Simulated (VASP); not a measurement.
Write the native input for VASP 6.6.1 that does the following.

```yaml
Task: single point
Functional: PBEsol
Potentials_or_basis: VASP PAW PBE potentials, release 64 (Ge_d)
Cutoff: 520 eV
k_mesh: 6 × 6 × 6
Occupations: methfessel-paxton, width 0.3 eV
Spin: no spin polarisation
Dipole_correction: no
Further_INCAR_settings: ALGO = Normal; EDIFF = 1e-06; NBANDS = 36
```

The structure of Ge lies in POSCAR:

```
Ge
1.0
    0.0000000000      2.8857400000      5.1156650000
    2.6304970000      0.0000000000      5.1156650000
    2.6304970000      2.8857400000      0.0000000000
Ge
4
Direct
    0.7818670000      0.7818670000      0.2181330000
    0.2181330000      0.2181330000      0.7818670000
    0.2735100000      0.7264900000      0.2735100000
    0.7264900000      0.2735100000      0.7264900000
```

These files were run (other wordings do the same):

INCAR

```
SYSTEM = Ge
ALGO = Normal
EDIFF = 1E-6
ENCUT = 520
GGA = PS
ISIF = 2
ISMEAR = 1
LASPH = .True.
LCHARG = .False.
LREAL = .False.
LWAVE = .False.
NBANDS = 36
NELM = 100
PREC = Accurate
SIGMA = 0.3
```

KPOINTS

```
k-points
0
Gamma
  6 6 6
  0 0 0
```

Potentials or basis: VASP PAW PBE potentials, release 64 (Ge_d).

The run is started by

```bash
$ cat potpaw_PBE.64/Ge_d/POTCAR > POTCAR
$ mpirun -np 1 vasp_std > vasp.out
```

It gave:

* Pressure: -3.5 GPa
* Largest force: 0.033 eV/Å
* Band gap on the k mesh: zero (bands 28 and 29 overlap by 3.26 eV)

Caveat: the cell stands under tension; so wide a smearing shifts energies and pressures; the PAW data sets were made with another functional, which shifts forces and pressure a little.

Wall time 110 s on 1 thread of Intel(R) Xeon(R) Platinum 8488C (Sapphire Rapids) (shared host), peak memory 0.28 GiB.
